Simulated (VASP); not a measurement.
Write the native input for VASP 6.6.1 that does the following.

```
Task                    : density of states
Functional              : PBEsol
Potentials or basis     : VASP PAW PBE potentials, release 64 (V_sv)
Cutoff                  : 400 eV
k mesh                  : 17 × 17 × 17
Occupations             : fermi-dirac, width 0.1 eV
Spin                    : no spin polarisation
Dipole correction       : no
k mesh for the DOS      : 26 × 26 × 26
Occupations for the DOS : tetrahedron
Further INCAR settings  : ALGO = Normal; EDIFF = 1e-06
```

V:

```
CELL_PARAMETERS angstrom
2.41310 0.00000 0.00000
0.00000 2.41310 0.00000
0.00000 0.00000 2.41310
ATOMIC_POSITIONS crystal
V 0.00000 0.00000 0.00000
```

The input as run:

POSCAR

```
V
1.0
    2.4130991335      0.0000000000      0.0000000000
    0.0000000000      2.4130991335      0.0000000000
    0.0000000000      0.0000000000      2.4130991335
V
1
Direct
    0.0000000000      0.0000000000      0.0000000000
```

INCAR.step1

```
ALGO     = Normal         # electronic algorithm
EDIFF    = 1E-6           # SCF threshold, eV
ENCUT    = 400            # plane-wave cutoff, eV
GGA      = PS             # functional
GGA_COMPAT= F            
ISIF     = 2              # what is computed and relaxed
ISMEAR   = -1             # smearing method
LASPH    = T              # aspherical terms in the spheres
LCHARG   = T              # write CHGCAR
LMAXMIX  = 4              # l up to which the mixer works
LORBIT   = 11             # projections on sites
LREAL    = F              # projectors in reciprocal space
LWAVE    = F              # write WAVECAR
NBANDS   = 12             # bands
NEDOS    = 2001           # points of the DOS
NELM     = 120            # most SCF steps
PREC     = Accurate       # precision mode
SIGMA    = 0.1            # smearing width, eV
```

KPOINTS.step1

```
k-points
0
Gamma
  17 17 17
```

INCAR.step2

```
ALGO     = Normal         # electronic algorithm
EDIFF    = 1E-6           # SCF threshold, eV
ENCUT    = 400            # plane-wave cutoff, eV
GGA      = PS             # functional
GGA_COMPAT= F            
ICHARG   = 11             # starting density
ISIF     = 2              # what is computed and relaxed
ISMEAR   = -5             # smearing method
LASPH    = T              # aspherical terms in the spheres
LCHARG   = F              # write CHGCAR
LMAXMIX  = 4              # l up to which the mixer works
LORBIT   = 11             # projections on sites
LREAL    = F              # projectors in reciprocal space
LWAVE    = F              # write WAVECAR
NEDOS    = 1001           # points of the DOS
NELM     = 120            # most SCF steps
PREC     = Accurate       # precision mode
SIGMA    = 0.1            # smearing width, eV
```

KPOINTS.step2

```
k-points
0
Gamma
  26 26 26
```

Potentials or basis: VASP PAW PBE potentials, release 64 (V_sv).

Launch:

```sh
$ cat potpaw_PBE.64/V_sv/POTCAR > POTCAR
$ cp INCAR.step1 INCAR
$ cp KPOINTS.step1 KPOINTS
$ mpirun -np 1 vasp_std > vasp.out
$ cp INCAR.step2 INCAR
$ cp KPOINTS.step2 KPOINTS
$ mpirun -np 1 vasp_std > vasp.out
```

It gave:

The valence electrons inside the program's atomic spheres are V 11.80.

Run time: 38 s on 1 thread of Intel Xeon 8259CL, on a shared host, peak memory 0.17 GiB.
